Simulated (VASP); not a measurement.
Here is a VASP 6.6.1 calculation.

INCAR

```
SYSTEM = FePt
PREC = Accurate
ENCUT = 520
EDIFF = 1E-7
ISMEAR = -1
SIGMA = 0.05
LREAL = .FALSE.
LASPH = .TRUE.
NELM = 150
ALGO = Fast
ISIF = 2
LWAVE = .FALSE.
LCHARG = .FALSE.
ISPIN = 2
MAGMOM = 0 3
LORBIT = 11
LMAXMIX = 4
GGA = RE
NBANDS = 20
```

The input KPOINTS:

```
Automatic mesh
0
G
  10 10 7
  0 0 0
```

Contents of POSCAR:

```
FePt
1.0
    2.7532933898      0.0000000000      0.0000000000
    0.0000000000      2.7532933898      0.0000000000
    0.0000000000      0.0000000000      3.7671725972
Pt Fe
1 1
Direct
    0.5000000000      0.5000000000      0.5000000000
    0.0000000000      0.0000000000      0.0000000000
```

Potentials or basis: VASP PAW PBE potentials, release 64 (Pt, Fe).

The run is started by

```bash
$ cat potpaw_PBE.64/Pt/POTCAR potpaw_PBE.64/Fe/POTCAR > POTCAR
$ mpirun -np 1 vasp_std > vasp.out
```

(1) What does it give for the net moment?

(2) Estimate the pressure.

## Answers

(1) 3.36 μB per cell.

(2) -0.4 GPa.

Caveat: the PAW data sets were made with another functional, which shifts forces and pressure a little.
